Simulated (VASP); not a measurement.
The system is CaBeCdP2.

```
Ca Be Cd P
1.0
     4.66583    0.00000    0.00000
     0.00000    4.66583    0.00000
     0.00000    0.00000    4.50421
Ca Be Cd P
1 1 1 2
Direct
  0.00000 0.00000 0.00000
  0.50000 0.50000 0.50000
  0.50000 0.50000 0.00000
  0.50000 0.00000 0.50000
  0.00000 0.50000 0.50000
```

```yaml
Program: VASP 6.6.1
Task: relaxation of cell and atoms
Functional: PBE
Potentials_or_basis: VASP PAW PBE potentials, release 64 (Ca_sv, Be, Cd, P)
Cutoff: 600 eV
k_mesh: 8 × 8 × 8
Occupations: gaussian, width 0.1 eV
Spin: no spin polarisation
```

At the start: pressure -0.7 GPa; volume 19.61 Å³/atom.

Q: How do energy, volume and symmetry change on relaxing?

A: Over 6 steps the energy falls by 16.8 meV/atom and the volume is 19.34 Å³/atom (-1.4 %); space group P4/mmm (No. 123, to 0.05 Å).

Step by step:
| step | energy change (eV) | largest force (eV/Å) | pressure (GPa) | volume (Å³) |
| --- | --- | --- | --- | --- |
| 1 | 0.0000 | 0.0000 | -0.74 | 98.06 |
| 2 | -0.0517 | 0.0000 | -0.07 | 96.76 |
| 3 | -0.0762 | 0.0000 | 1.16 | 94.81 |
| 4 | -0.0837 | 0.0000 | -0.04 | 96.83 |
| 5 | -0.0838 | 0.0000 | 0.11 | 96.57 |
| 6 | -0.0840 | 0.0000 | 0.03 | 96.69 |

Final structure:
```
Ca Be Cd P
1.0
     4.52051    0.00000    0.00000
     0.00000    4.52051    0.00000
     0.00000    0.00000    4.73171
Ca Be Cd P
1 1 1 2
Direct
  0.00000 0.00000 0.00000
  0.50000 0.50000 0.50000
  0.50000 0.50000 0.00000
  0.50000 0.00000 0.50000
  0.00000 0.50000 0.50000
```
